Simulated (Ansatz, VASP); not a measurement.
# WCl5: VASP beside Ansatz

```
CELL_PARAMETERS angstrom
18.00000 0.00000 0.00000
0.00000 18.00000 0.00000
0.00000 0.00000 18.00000
ATOMIC_POSITIONS crystal
W 0.50000 0.58860 0.50000
W 0.50000 0.41140 0.50000
Cl 0.58843 0.58524 0.40944
Cl 0.58843 0.41476 0.40944
Cl 0.56421 0.67966 0.56271
Cl 0.42553 0.50000 0.42727
Cl 0.43579 0.32033 0.43730
Cl 0.43579 0.67967 0.43730
Cl 0.41157 0.41477 0.59055
Cl 0.41157 0.58523 0.59055
Cl 0.57448 0.50000 0.57272
Cl 0.56421 0.32034 0.56271
```

Alike in both runs: functional PBE; dispersion D3(BJ); k mesh 1 × 1 × 1; occupations gaussian, width 0.05 eV; no spin polarisation.

Ansatz relaxed the structure, and its values are those at the end. VASP's run is a single point on that final structure, the one shown.

|  | VASP | Ansatz |
| --- | --- | --- |
| version | VASP 6.6.1 | Ansatz 0.2.0 |
| potentials or method | VASP PAW PBE potentials, release 64 (W_sv, Cl) | scalar-relativistic, plane waves, PAW |
| plane-wave cutoff (eV) | 520 | 420 |
| valence electrons in the cell | 98 | 98 |

VASP gave:

| Item | Value |
| --- | --- |
| gap on the k mesh at the Fermi level (eV) | 0.57 |
| rms of the force components (eV/Å) | 0.004 |

Q: What did Ansatz give for the same quantities?

A: gap on the k mesh at the Fermi level (eV): 0.57; rms of the force components (eV/Å): 0.001.

Ansatz's warnings: dispersion switch in reach, relaxed geometry near dispersion switch, xc potential rough in thin density.

Neither program's run includes spin-orbit coupling.
